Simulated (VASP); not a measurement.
Here is a VASP 6.6.1 calculation.

INCAR

```
SYSTEM = Hf
PREC     = Accurate       ! precision mode
ENCUT    = 520            ! plane-wave cutoff, eV
EDIFF    = 1E-6           ! SCF threshold, eV
ISMEAR   = -1             ! smearing method
SIGMA    = 0.1            ! smearing width, eV
LREAL    = .False.        ! projectors in reciprocal space
LASPH    = .True.         ! aspherical terms in the spheres
NELM     = 60             ! most SCF steps
ALGO     = Normal         ! electronic algorithm
ISIF     = 2              ! what is computed and relaxed
LWAVE    = .False.        ! write WAVECAR
LCHARG   = .False.        ! write CHGCAR
GGA      = PE             ! functional
NBANDS   = 11             ! bands
```

KPOINTS

```
Automatic mesh
0
Gamma
  16 16 15
  0 0 0
```

Contents of POSCAR:

```
Hf
1.0
    2.9959090579      0.0000000000      0.0000000000
   -1.4979545290      2.5945333516      0.0000000000
    0.0000000000      0.0000000000      3.0057373345
Hf
1
Direct
    0.0000000000      0.0000000000      0.0000000000
```

Potentials or basis: VASP PAW PBE potentials, release 64 (Hf_pv).

Launch:

```bash
$ cat potpaw_PBE.64/Hf_pv/POTCAR > POTCAR
$ mpirun -np 1 vasp_std > vasp.out
```

**Question.** Estimate the band gap on the k mesh.

**Answer.** Zero (bands 5 and 6 overlap by 0.52 eV).

**Question.** What does it give for the pressure?

**Answer.** -0.4 GPa.

Stress tensor (GPa, compression positive):
```
-0.41  0.00  0.00
 0.00 -0.41  0.00
 0.00  0.00 -0.29
```

Caveat: spin-orbit coupling is left out, which moves the levels of the heavy elements.
